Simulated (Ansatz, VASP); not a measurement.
**Sb in VASP and in Ansatz**

```
CELL_PARAMETERS angstrom
2.15420 1.24373 3.75800
-2.15420 1.24373 3.75800
0.00000 -2.48746 3.75800
ATOMIC_POSITIONS crystal
Sb 0.23349 0.23349 0.23349
Sb 0.76651 0.76651 0.76651
```

Alike in both runs: task relaxation of cell and atoms; functional PBE; dispersion D3(BJ); k mesh 12 × 12 × 12; occupations gaussian, width 0.1 eV; no spin polarisation.

|  | VASP | Ansatz |
| --- | --- | --- |
| version | VASP 6.6.1 | Ansatz 0.2.0 |
| potentials or method | VASP PAW PBE potentials, release 64 (Sb), cutoff 600 eV | scalar-relativistic, plane waves, PAW |
| valence electrons in the cell | 10 | 30 |

Ansatz gave:

- gap on the k mesh at the Fermi level, each at its own relaxed structure (eV): none
- relaxed volume (Å³/atom): 29.78
- relaxed cell length with the largest relative difference (Å): 4.446

Problem. Estimate VASP's values.

Solution. gap on the k mesh at the Fermi level, each at its own relaxed structure (eV): none; relaxed volume (Å³/atom): 29.71; relaxed cell length with the largest relative difference (Å): 4.439.

A gap of «none» marks a metal or a gap that the smearing closes. VASP's potentials hold 10 valence electrons a cell and Ansatz's 30, so a difference there can come from the potentials and not from the codes.

Spin-orbit coupling is off throughout.
